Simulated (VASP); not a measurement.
Crystal: SnSe.

```
CELL_PARAMETERS angstrom
0.00000 3.01000 3.01000
3.01000 0.00000 3.01000
3.01000 3.01000 0.00000
ATOMIC_POSITIONS crystal
Sn 0.00000 0.00000 0.00000
Se 0.50000 0.50000 0.50000
```

* Program: VASP 6.6.1
* Task: relaxation of cell and atoms
* Functional: PBE-based screened hybrid with 25 % exact exchange
* Potentials or basis: VASP PAW PBE potentials, release 64 (Sn_d, Se)
* Cutoff: 600 eV
* k mesh: 4 × 4 × 4
* Occupations: fermi-dirac, width 0.05 eV
* Spin: no spin polarisation

At the start: pressure -1.7 GPa; volume 27.27 Å³/atom.

Problem. How do energy, volume and symmetry change on relaxing?

Solution. Over 3 steps the energy falls by 4.9 meV/atom and the volume is 26.37 Å³/atom (-3.3 %); space group Fm-3m (No. 225, to 0.1 Å) before and after.

Step by step:
```
step  energy change (eV)  largest force (eV/Å)  pressure (GPa)  volume (Å³)
   1              0.0000                0.0000           -1.70        54.54
   2             -0.0092                0.0000            0.50        52.28
   3             -0.0099                0.0000           -0.01        52.75
```

Final structure:
```
Sn Se
1.0
     0.00000    2.97659    2.97659
     2.97659    0.00000    2.97659
     2.97659    2.97659    0.00000
Sn Se
1 1
Cartesian
  0.0000 0.0000 0.0000
  2.9766 2.9766 2.9766
```

Caveat: the k points lie up to 0.46 Å⁻¹ apart in the final cell; the PAW data sets were made with another functional, which shifts forces and pressure a little.
